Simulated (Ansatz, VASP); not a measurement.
## ZrC in VASP and in Ansatz

```
CELL_PARAMETERS angstrom
0.00000 2.35021 2.39721
2.35021 0.00000 2.39721
2.35021 2.35021 0.00000
ATOMIC_POSITIONS crystal
Zr 0.50000 0.50000 0.50000
C 0.00000 0.00000 0.00000
```

Change from the starting cell: zz strain of +2 %, PAW files.

Alike in both runs: task electric field gradients; functional PBEsol; k mesh 15 × 15 × 15; occupations fermi-dirac, width 0.05 eV; no spin polarisation.

```csv
,VASP,Ansatz
version,VASP 6.6.1,Ansatz 0.2.0
potentials or method,"VASP PAW PBE potentials, release 64 (Zr_sv, C)","PAW with Ansatz's default frozen-core files, scalar-relativistic"
plane-wave cutoff (eV),520,420
valence electrons in the cell,16,16
```

Ansatz gave:

* pressure (GPa): -8.6
* traceless stress, the component that is largest in VASP (GPa): -4.14
* size of Vzz on the site where it differs most (V/Å²): 29.4

Problem. What did VASP give for the same quantities?

Solution. Pressure (GPa): -8.2; traceless stress, the component that is largest in VASP (GPa): -4.18; size of Vzz on the site where it differs most (V/Å²): 28.8.

VASP's potentials were made for PBE, not for PBEsol.
